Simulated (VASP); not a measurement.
Input of a VASP 6.6.1 run:

Contents of INCAR:

```
PREC = Accurate
ENCUT = 520
EDIFF = 1E-6
ISMEAR = -1
SIGMA = 0.08
LREAL = False
LASPH = True
NELM = 80
ALGO = Normal
ISIF = 2
LWAVE = False
LCHARG = True
GGA = PE
LELF = True
LVHAR = True
NBANDS = 12
```

The input KPOINTS:

```
regular mesh
0
Gamma
  18 18 18
```

The input POSCAR:

```
Ti
1.0
    0.0000000000      1.7349256979      1.7349256979
    1.7349256979      0.0000000000      1.7349256979
    1.7349256979      1.7349256979      0.0000000000
Ti
1
Direct
    0.0000000000      0.0000000000      0.0000000000
```

Potentials or basis: VASP PAW PBE potentials, release 64 (Ti_sv).

Command:

```sh
$ cat potpaw_PBE.64/Ti_sv/POTCAR > POTCAR
$ mpirun -np 1 vasp_std > vasp.out
```

Problem. What does it give for the pressure?

Solution. 121.4 GPa.

Problem. Estimate the band gap on the k mesh.

Solution. Zero (bands 6 and 7 overlap by 1.95 eV).

Caveat: the cell stands under pressure.
